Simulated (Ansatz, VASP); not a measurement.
**Au in VASP and in Ansatz**

POSCAR

```
Au
1.0
    2.8999984104      0.0000000000      0.0000000000
   -1.4499992052      2.5114722944      0.0000000000
    0.0000000000      0.0000000000      4.8800000000
Au
2
Direct
    0.3333333333      0.6666666667      0.7500000000
    0.6666666667      0.3333333333      0.2500000000
```

The input INCAR.step1:

```
SYSTEM = Au
  PREC = Accurate
  ENCUT = 440
  ISMEAR = -1
  SIGMA = 0.03
  LREAL = .FALSE.
  LASPH = .TRUE.
  NELM = 120
  NBANDS = 18
  GGA = PE
  ALGO = Normal
  EDIFF = 1E-5
  LWAVE = .TRUE.
  LCHARG = .FALSE.
  GGA_COMPAT = .FALSE.
```

File INCAR.step2:

```
SYSTEM = Au
  PREC = Accurate
  ENCUT = 440
  EDIFF = 1E-8
  ISMEAR = -1
  SIGMA = 0.03
  LREAL = .FALSE.
  LASPH = .TRUE.
  NELM = 120
  ALGO = Normal
  ISIF = 2
  LWAVE = .FALSE.
  LCHARG = .FALSE.
  METAGGA = R2SCAN
  LMIXTAU = .TRUE.
  LEFG = .TRUE.
  NBANDS = 18
  ISTART = 1
  GGA_COMPAT = .FALSE.
```

The input KPOINTS:

```
Automatic mesh
0
G
  14 14 8
  0 0 0
```

Input for Ansatz:

```yaml
crystal:
  lattice:
    - [2.8999984104, 0.0, 0.0]
    - [-1.4499992052, 2.5114722944, 0.0]
    - [0.0, 0.0, 4.88]
  atoms:
    - { symbol: Au, position: [0.3333333333, 0.6666666667, 0.75] }
    - { symbol: Au, position: [0.6666666667, 0.3333333333, 0.25] }
kpoints:
  mp_grid: { grid: [14, 14, 8] }
  band_path:
    path:
      - [0.0, 0.0, 0.0]
      - [0.5, 0.0, 0.0]
      - [0.3333333333, 0.3333333333, 0.0]
      - [0.0, 0.0, 0.0]
      - [0.0, 0.0, 0.5]
      - [0.5, 0.0, 0.5]
      - [0.3333333333, 0.3333333333, 0.5]
      - [0.0, 0.0, 0.5]
      - [0.5, 0.0, 0.5]
    npoints: 5
scf:
  occupations: { method: fermi_dirac, width: 0.03 }
hamiltonian:
  xc: r2scan
  pseudopotentials: { kind: paw }
output:
  forces: true
  stress: true
  eigenvalues: true
  efg: { contact_densities: true }
```

Alike in both runs: task electric field gradients; functional r2SCAN; k mesh 14 × 14 × 8; occupations fermi-dirac, width 0.03 eV; no spin polarisation.

```csv
,VASP,Ansatz
version,VASP 6.6.1,Ansatz 0.2.0
potentials or method,"VASP PAW PBE potentials, release 64 (Au)","PAW with Ansatz's default frozen-core files, scalar-relativistic"
plane-wave cutoff (eV),440,500
valence electrons in the cell,22,38
```

VASP gave:

- pressure (GPa): -1.1
- traceless stress, the component that is largest in VASP (GPa): -0.12
- size of Vzz on the site where it differs most (V/Å²): 20.9

Problem. What did Ansatz give for the same quantities?

Solution. Pressure (GPa): -1.4; traceless stress, the component that is largest in VASP (GPa): -0.08; size of Vzz on the site where it differs most (V/Å²): 11.2.

VASP's potentials were made for PBE, not for r2SCAN. VASP's potentials hold 22 valence electrons a cell and Ansatz's 38, so a difference there can come from the potentials and not from the codes.

Spin-orbit coupling is off throughout.
